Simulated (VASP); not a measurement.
Here is a VASP 6.6.1 calculation.

Contents of INCAR:

```
PREC     = Accurate       # precision mode
ENCUT    = 750            # plane-wave cutoff, eV
EDIFF    = 1E-6           # SCF threshold, eV
ISMEAR   = -1             # smearing method
SIGMA    = 0.02           # smearing width, eV
LREAL    = False          # projectors in reciprocal space
LASPH    = True           # aspherical terms in the spheres
NELM     = 120            # most SCF steps
ALGO     = Normal         # electronic algorithm
ISIF     = 2              # what is computed and relaxed
LWAVE    = False          # write WAVECAR
LCHARG   = False          # write CHGCAR
GGA      = PE             # functional
IVDW     = 12             # dispersion correction
NBANDS   = 13             # bands
GGA_COMPAT= False
```

The input KPOINTS:

```
Automatic mesh
0
Gamma
  5 5 5
```

The input POSCAR:

```
Li2Se
1.0
    0.0000000000      2.9564554851      2.9564554851
    2.9564554851      0.0000000000      2.9564554851
    2.9564554851      2.9564554851      0.0000000000
Se Li
1 2
Direct
    0.0000000000      0.0000000000      0.0000000000
    0.2500000000      0.2500000000      0.2500000000
    0.7500000000      0.7500000000      0.7500000000
```

Potentials or basis: VASP PAW PBE potentials, release 64 (Se, Li_sv).

Launch:

```bash
$ cat potpaw_PBE.64/Se/POTCAR potpaw_PBE.64/Li_sv/POTCAR > POTCAR
$ mpirun -np 1 vasp_std > vasp.out
```

**Question.** What does it give for the dispersion energy per atom?

**Answer.** -0.275 eV.

**Question.** Predict the pressure.

**Answer.** -1.1 GPa.

Caveat: three body term missing.
